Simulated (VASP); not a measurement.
# KBr in VASP: further runs

KBr is run at these levels: PBE; tasks: single point.

Everything below comes from runs of VASP 6.6.1. Logs are shortened: lines on timing, memory, paths and dates and some standing lists are left out, and cuts for length are marked.

**1. The cell of the first run**

It takes space group I4/mmm (No. 139, tetragonal). The conventional cell has a = 4.706 Å, b = 4.706 Å, c = 6.643 Å, α = 90.00°, β = 90.00°, γ = 90.00°. K (site symmetry 4/mmm) has 6 Br at 3.32 to 3.33 Å within 4.4 Å. Br (site symmetry 4/mmm) has 6 K at 3.32 to 3.33 Å within 4.4 Å.

**2. Single point, PBE**

The input, INCAR:

```
SYSTEM = KBr
PREC = Accurate
ENCUT = 500
EDIFF = 1E-6
ISMEAR = 0
SIGMA = 0.15
LREAL = .FALSE.
LASPH = .TRUE.
NELM = 120
ALGO = Normal
ISIF = 2
LWAVE = .FALSE.
LCHARG = .TRUE.
GGA = PE
LELF = .TRUE.
LVHAR = .TRUE.
NBANDS = 15
GGA_COMPAT = .FALSE.
```

The input, KPOINTS:

```
regular mesh
0
G
  4 4 4
  0 0 0
```

The input, POSCAR:

```
KBr
1.0
   -2.3529695999      2.3529695999      3.3212983762
    2.3529695999     -2.3529695999      3.3212983762
    2.3529695999      2.3529695999     -3.3212983762
K Br
1 1
Direct
    0.0000000000      0.0000000000      0.0000000000
    0.5000000000      0.5000000000      0.0000000000
```

Potentials or basis: VASP PAW PBE potentials, release 64 (K_sv, Br).

Run with:

```bash
$ cat potpaw_PBE.64/K_sv/POTCAR potpaw_PBE.64/Br/POTCAR > POTCAR
$ mpirun -np 1 vasp_std > vasp.out
```

OUTCAR:

```text
SYSTEM = KBr
   PREC = Accurate
   ENCUT = 500
   EDIFF = 1E-6
   ISMEAR = 0
   LREAL = .FALSE.
   LASPH = .TRUE.
   NELM = 120
   ISIF = 2
   GGA = PE

 ion  position               nearest neighbor table
   1  0.000  0.000  0.000-
   2  0.500  0.500  0.000-

  LATTYP: Found a body centered tetragonal cell.
 ALAT       =     4.7059391998
 C/A-ratio  =     1.4115347586

  Lattice vectors:

 A1 = (  -2.3529695999,   2.3529695999,   3.3212983762)
 A2 = (   2.3529695999,  -2.3529695999,   3.3212983762)
 A3 = (   2.3529695999,   2.3529695999,  -3.3212983762)

Analysis of symmetry for initial positions (statically):
=====================================================================
 Subroutine PRICEL returns:
 Original cell was already a primitive cell.

 Routine SETGRP: Setting up the symmetry group for a
 body centered tetragonal supercell.

 Subroutine GETGRP returns: Found 16 space group operations
 (whereof 16 operations were pure point group operations)
 out of a pool of 16 trial point group operations.

The static configuration has the point symmetry D_4h.

Analysis of symmetry for dynamics (positions and initial velocities):
=====================================================================
 Subroutine PRICEL returns:
 Original cell was already a primitive cell.

 Routine SETGRP: Setting up the symmetry group for a
 body centered tetragonal supercell.

 Subroutine GETGRP returns: Found 16 space group operations
 (whereof 16 operations were pure point group operations)
 out of a pool of 16 trial point group operations.

The dynamic configuration has the point symmetry D_4h.

 Subroutine INISYM returns: Found 16 space group operations
 (whereof 16 operations are pure point group operations),
 and found     1 'primitive' translations

----------------------------------------------------------------------------------------

                                     Primitive cell

  volume of cell :      73.5530

  direct lattice vectors                    reciprocal lattice vectors
    -2.352969600  2.352969600  3.321298376     0.000000000  0.212497433  0.150543535
     2.352969600 -2.352969600  3.321298376     0.212497433  0.000000000  0.150543535
     2.352969600  2.352969600 -3.321298376     0.212497433  0.212497433  0.000000000

  length of vectors
     4.701484317  4.701484317  4.701484317     0.260419882  0.260419882  0.300516752

  position of ions in fractional coordinates (direct lattice)
     0.000000000  0.000000000  0.000000000
     0.500000000  0.500000000  0.000000000

  ion indices of the primitive-cell ions
   primitive index   ion index
                 1           1
                 2           2

----------------------------------------------------------------------------------------

 KPOINTS: regular mesh

Automatic generation of k-mesh.
 Grid dimensions read from file:
 generate k-points for:    4    4    4

 Generating k-lattice:

  Cartesian coordinates                     Fractional coordinates (reciprocal lattice)
     0.000000000  0.053124358  0.037635884     0.250000000  0.000000000  0.000000000
     0.053124358  0.000000000  0.037635884     0.000000000  0.250000000  0.000000000
     0.053124358  0.053124358  0.000000000     0.000000000  0.000000000  0.250000000

  Length of vectors
     0.065104971  0.065104971  0.075129188

  Shift w.r.t. Gamma in fractional coordinates (k-lattice)
     0.000000000  0.000000000  0.000000000

 Subroutine IBZKPT returns following result:
 ===========================================

 Found     13 irreducible k-points:

 Following reciprocal coordinates:
            Coordinates               Weight
  0.000000  0.000000  0.000000      1.000000
  0.250000  0.000000 -0.000000      8.000000
  0.500000  0.000000 -0.000000      4.000000
  0.250000  0.250000 -0.000000      8.000000
  0.500000  0.250000 -0.000000     16.000000
 -0.250000  0.250000  0.000000      4.000000
  0.500000  0.500000 -0.000000      2.000000
  0.250000  0.250000  0.250000      2.000000
 -0.250000  0.250000  0.250000      4.000000
  0.500000  0.500000  0.250000      4.000000
 -0.250000  0.500000  0.250000      8.000000
 -0.250000 -0.250000  0.250000      2.000000
  0.500000  0.500000  0.500000      1.000000
   k-points           NKPTS =     13   k-points in BZ     NKDIM =     13   number of bands    NBANDS=     15
   number of dos      NEDOS =    301   number of ions     NIONS =      2
   total plane-waves  NPLWV =  46656
   dimension x,y,z NGX =    36 NGY =   36 NGZ =   36
   dimension x,y,z NGXF=    72 NGYF=   72 NGZF=   72
   ions per type =               1   1
   NGX,Y,Z   is equivalent  to a cutoff of  12.73, 12.73, 12.73 a.u.
   NGXF,Y,Z  is equivalent  to a cutoff of  25.46, 25.46, 25.46 a.u.
 SYSTEM =  KBr
   PREC   = accura    normal or accurate (medium, high low for compatibility)
   ISTART =      0    job   : 0-new  1-cont  2-samecut
   ICHARG =      2    charge: 1-file 2-atom 10-const
   ISPIN  =      1    spin polarized calculation?
   LNONCOLLINEAR =      F non collinear calculations
   LSORBIT =      F    spin-orbit coupling
   LASPH  =      T    aspherical Exc in radial PAW
   ENCUT  =  500.0 eV  36.75 Ry    6.06 a.u.   8.57  8.57  8.57*2*pi/ulx,y,z
   NELM   =    120;   NELMIN=  2; NELMDL= -5     # of ELM steps
   EDIFF  = 0.1E-05   stopping-criterion for ELM
   LREAL  =      F    real-space projection
   EDIFFG = 0.1E-04   stopping-criterion for IOM
   NSW    =      0    number of steps for IOM
   IBRION =     -1    ionic relax: 0-MD 1-quasi-New 2-CG
   NFREE  =      0    steps in history (QN), initial steepest desc. (CG)
   ISIF   =      2    stress and relaxation
   ISYM   =      2    0-nonsym 1-usesym 2-fastsym
   POTIM  = 0.5000    time-step for ionic-motion
   TEBEG  =    0.0;   TEEND  =   0.0 temperature during run
   PSTRESS=    0.0 pullay stress
   NELECT =      16.0000    total number of electrons
   NUPDOWN=      -1.0000    fix difference up-down
   EMIN   =  10.00;   EMAX   =-10.00  energy-range for DOS
   EFERMI =   0.00;   METHOD = LEGACY
   ISMEAR =     0;   SIGMA  =   0.15  broadening in eV -4-tet -1-fermi 0-gaus
   EFERMI_NEDOS =   21; number of points for ismear=-14 and -15
   IALGO  =     38    algorithm
   IMIX   =      4    mixing-type and parameters
     AMIX     =   0.40;   BMIX     =  1.00
     AMIX_MAG =   1.60;   BMIX_MAG =  1.00
  volume/ion in A,a.u.               =      36.78       248.18
  Fermi-wavevector in a.u.,A,eV,Ry     =   0.984573  1.860573 13.189274  0.969384
  Thomas-Fermi vector in A             =   2.115816
   LORBIT       =      0    0 simple, 1 ext, 2 COOP (PROOUT), +10 PAW based schemes
   GGA     = PE    functional components
   LHFCALC =     F    Hartree Fock is set to
   AEXX    =    0.0000 exact exchange contribution
   IVDW    =     0    specifies the selected vdW correction
   LEPSILON=     F    determine dielectric tensor
   LRPA    =     F    only Hartree local field effects (RPA)
 non-spin polarized calculation
 Gauss-broadening in eV      SIGMA  =   0.15
  energy-cutoff  :      500.00
  volume of cell :       73.55
 maximum number of plane-waves:      1888
 NGX is ok and might be reduce to    36
   NGX = 17   NGY = 17   NGZ = 17

 number of electron      15.9999997 magnetization

 Free energy of the ion-electron system (eV)
  ---------------------------------------------------
  ext. energy  EPLUGINS =         0.00000000
  ---------------------------------------------------
  free energy    TOTEN  =        -6.22066642 eV

  energy without entropy =       -6.22066642  energy(sigma->0) =       -6.22066642

 E-fermi :  -1.0635     XC(G=0):  -7.2785

 val. band max:       -1.8295343463   @ k =   0.0000   0.0000   0.0000
 cond. band min:       2.5423754212   @ k =   0.0000   0.0000   0.0000
 fundamental gap:      4.3719097675
 Fermi energy:        -1.0635481911

 k-point     1 :       0.0000    0.0000    0.0000
  band No.  band energies     occupation
      1     -29.6621      2.00000
      2     -14.0945      2.00000
      3     -13.1374      2.00000
      4     -13.1374      2.00000
      5     -13.1373      2.00000
      6      -1.8302      2.00000
      7      -1.8302      2.00000
      8      -1.8295      2.00000
      9       2.5424      0.00000
     10       5.7640      0.00000
     11       5.7640      0.00000
     12       5.7753      0.00000
     13       6.5723      0.00000
     14       6.5808      0.00000
     15       9.7116      0.00000

 k-point     2 :       0.2500    0.0000   -0.0000
  band No.  band energies     occupation
      1     -29.6596      2.00000
      2     -14.1892      2.00000
      3     -13.1401      2.00000
      4     -13.1398      2.00000
      5     -13.0100      2.00000
      6      -2.4752      2.00000
      7      -1.9936      2.00000
      8      -1.9932      2.00000
      9       3.7755      0.00000
     10       5.6323      0.00000
     11       6.4513      0.00000
     12       6.4575      0.00000
     13       7.3131      0.00000
     14       7.3232      0.00000
     15      10.2582      0.00000

 k-point     3 :       0.5000    0.0000   -0.0000
  band No.  band energies     occupation
      1     -29.6571      2.00000
      2     -14.2671      2.00000
      3     -13.1428      2.00000
      4     -13.1424      2.00000
      5     -12.8986      2.00000
      6      -2.9637      2.00000
      7      -2.1446      2.00000
      8      -2.1444      2.00000
      9       4.7106      0.00000
     10       6.3173      0.00000
     11       7.8689      0.00000
     12       7.8698      0.00000
     13       8.1637      0.00000
     14       8.1797      0.00000
     15       8.9491      0.00000
[... 145 lines left out ...]
 k-point    12 :      -0.2500   -0.2500    0.2500
  band No.  band energies     occupation
      1     -29.6588      2.00000
      2     -14.1428      2.00000
      3     -13.1536      2.00000
      4     -13.1536      2.00000
      5     -13.0512      2.00000
      6      -2.5087      2.00000
      7      -1.9878      2.00000
      8      -1.9878      2.00000
      9       3.9865      0.00000
     10       4.7149      0.00000
     11       6.9854      0.00000
     12       7.1773      0.00000
     13       7.1773      0.00000
     14       7.7138      0.00000
     15       9.7417      0.00000

 k-point    13 :       0.5000    0.5000    0.5000
  band No.  band energies     occupation
      1     -29.6557      2.00000
      2     -14.0023      2.00000
      3     -13.2193      2.00000
      4     -13.1702      2.00000
      5     -13.1702      2.00000
      6      -2.6177      2.00000
      7      -2.1091      2.00000
      8      -2.1091      2.00000
      9       4.0571      0.00000
     10       5.2850      0.00000
     11       7.4999      0.00000
     12       7.5582      0.00000
     13       7.7579      0.00000
     14       8.8645      0.00000
     15       8.8645      0.00000

------------------------ aborting loop because EDIFF is reached ----------------------------------------

  FORCE on cell =-STRESS in cart. coord.  units (eV):
  Direction    XX          YY          ZZ          XY          YZ          ZX
  --------------------------------------------------------------------------------------
  -------------------------------------------------------------------------------------
  Total        0.1676918      0.1676918      0.1933426      0.0000000     -0.0000000      0.0000000
  in kB        3.6527654      3.6527654      4.2115082      0.0000000     -0.0000000      0.0000000
  external PRESSURE =       3.8390130 kB  Pullay stress =       0.0000000 kB

 VOLUME and BASIS-vectors are now :
 -----------------------------------------------------------------------------
  energy-cutoff  :      500.00
  volume of cell :       73.55
      direct lattice vectors                 reciprocal lattice vectors
    -2.352969600  2.352969600  3.321298376     0.000000000  0.212497433  0.150543535
     2.352969600 -2.352969600  3.321298376     0.212497433  0.000000000  0.150543535
     2.352969600  2.352969600 -3.321298376     0.212497433  0.212497433  0.000000000

 POSITION                                       TOTAL-FORCE (eV/Angst)
 -----------------------------------------------------------------------------------
      0.00000      0.00000      0.00000         0.000000     -0.000000      0.000000
      0.00000      0.00000      3.32130        -0.000000      0.000000     -0.000000
 -----------------------------------------------------------------------------------
    total drift:                                0.000000     -0.000000      0.000000

  FREE ENERGIE OF THE ION-ELECTRON SYSTEM (eV)
  ---------------------------------------------------
  free  energy   TOTEN  =        -6.2206664232 eV

  energy  without entropy=       -6.2206664232  energy(sigma->0) =       -6.22066642
```

Run time: 31 s. Hardware: 1 thread of Intel Xeon 8259CL, shared host; peak memory 0.2 GiB.

Results:

```
Free energy            : -6.2207 eV
Pressure               : 0.4 GPa
Band gap on the k mesh : 4.37 eV, direct
```

Levels at points of the mesh, in eV from the valence-band top:
```tsv
k point	band 5	band 6	band 7	band 8	band 9	band 10	band 11	band 12
(0.00, 0.00, 0.00)	-11.31	0.00	0.00	0.00	4.37	7.59	7.59	7.60
(0.50, 0.00, 0.00)	-11.07	-1.13	-0.32	-0.31	6.54	8.15	9.70	9.70
(0.50, 0.50, 0.00)	-11.34	-0.79	-0.28	-0.28	5.89	7.11	9.33	9.38
(0.50, 0.50, 0.50)	-11.34	-0.79	-0.28	-0.28	5.89	7.11	9.33	9.39
```

Caveat: the k points lie up to 0.47 Å⁻¹ apart.

[end of part 1 of 2]
